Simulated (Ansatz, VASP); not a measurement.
# C: VASP beside Ansatz

Contents of INCAR:

```
PREC = Accurate
ENCUT = 520
EDIFF = 1E-6
ISMEAR = 0
SIGMA = 0.04
LREAL = F
LASPH = T
NELM = 120
ALGO = Normal
ISIF = 2
LWAVE = F
LCHARG = T
LDIPOL = T
IDIPOL = 3
DIPOL = 0.5 0.5 0.625
GGA = PS
IVDW = 13
LELF = T
LVHAR = T
LVACPOTAV = T
NBANDS = 11
GGA_COMPAT = F
NELMDL = -8
```

File KPOINTS:

```
regular mesh
0
Gamma
  15 15 1
```

Contents of POSCAR:

```
C
1.0
    2.4570611710      0.0000000000      0.0000000000
   -1.2285305855      2.1278773927      0.0000000000
    0.0000000000      0.0000000000     20.8772645509
C
2
Direct
    1.0000000000      0.0000000000      0.6249993636
    0.3333333333      0.6666666667      0.6248216415
```

Input for Ansatz:

```yaml
crystal:
  lattice:
    - [2.457061171, 0.0, 0.0]
    - [-1.2285305855, 2.1278773927, 0.0]
    - [0.0, 0.0, 20.8772645509]
  atoms:
    - { symbol: C, position: [1.0, 0.0, 0.6249993636] }
    - { symbol: C, position: [0.3333333333, 0.6666666667, 0.6248216415] }
basis:
  ecutwfc: 420
kpoints:
  mp_grid: { grid: [15, 15, 1] }
hamiltonian:
  xc: pbesol
  dispersion: d4
scf:
  occupations: { method: gaussian, width: 0.04 }
  n_extra_bands: 6
  max_iter: 160
output:
  forces: true
  eigenvalues: true
  write_density: true
  write_potential: true
  elf: true
  volumetric_format: npy
efield:
  axis: 3
  dipole_correction: true
```

Alike in both runs: task single point; functional PBEsol; dispersion D4; k mesh 15 × 15 × 1; occupations gaussian, width 0.04 eV; no spin polarisation.

```csv
,VASP,Ansatz
version,VASP 6.6.1,Ansatz 0.2.0
potentials or method,"VASP PAW PBE potentials, release 64 (C), cutoff 520 eV","scalar-relativistic, plane waves, PAW"
valence electrons in the cell,8,8
```

```tsv
	VASP	Ansatz	Ansatz less VASP
gap on the k mesh at the Fermi level (eV)	none	none	-
rms of the force components (eV/Å)	0.036	0.036	+0.0002
```

VASP's potentials were made for PBE, not for PBEsol. Atom by atom the forces differ by 0.000 eV/Å (rms over components). A gap of «none» marks a metal or a gap that the smearing closes. Ansatz's warnings: xc potential rough in thin density.
